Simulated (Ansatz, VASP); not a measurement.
**One calculation of PbS, two programs**

```
Pb S
1.0
     0.00000    2.94510    2.94510
     2.94510    0.00000    2.94510
     2.94510    2.94510    0.00000
Pb S
1 1
Direct
  0.00000 0.00000 0.00000
  0.50000 0.50000 0.50000
```

Change from the starting cell: volume scaled by 0.98, PAW files.

Alike in both runs: task electric field gradients; functional LDA; k mesh 7 × 7 × 7; occupations fermi-dirac, width 0.01 eV; no spin polarisation.

```csv
,VASP,Ansatz
version,VASP 6.6.1,Ansatz 0.2.0
potentials or method,"VASP PAW LDA potentials, release 64 (Pb_d, S)","PAW with Ansatz's default frozen-core files, scalar-relativistic"
plane-wave cutoff (eV),520,420
valence electrons in the cell,20,20
```

VASP gave:

```
pressure (GPa) : -1.4
```

Q: Which values does Ansatz return?

A: Pressure (GPa): -1.5.

LDA's correlation is that of Perdew and Zunger in VASP and of Perdew and Wang (1992) in Ansatz.

Neither program's run includes spin-orbit coupling.
